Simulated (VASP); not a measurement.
Sb:

```
Sb
1.0
     2.14703    1.23959    3.65661
    -2.14703    1.23959    3.65661
     0.00000   -2.47917    3.65661
Sb
2
Direct
  0.23582 0.23582 0.23582
  0.76418 0.76418 0.76418
```

Base run:

* Program: VASP 6.6.1
* Functional: LDA
* Potentials or basis: VASP PAW LDA potentials, release 64 (Sb)
* Cutoff: 520 eV
* k mesh: 12 × 12 × 12
* Occupations: gaussian, width 0.1 eV
* Spin: no spin polarisation

Its results: band gap on the k mesh zero (band 5 reaches 7.62 eV, above the bottom of band 6 at 7.35 eV); pressure 0.3 GPa; largest force 0.068 eV/Å.

**Question.** The run is repeated on the same cell with these changes: functional from LDA to PBE; potentials or basis from VASP PAW LDA potentials, release 64 (Sb) to VASP PAW PBE potentials, release 64 (Sb). What comes out?

**Answer.** Band gap on the k mesh zero (band 5 reaches 7.80 eV, above the bottom of band 6 at 7.53 eV); pressure 4.2 GPa; largest force 0.173 eV/Å.

Caveats: spin-orbit coupling is left out, which moves the levels of the heavy elements.
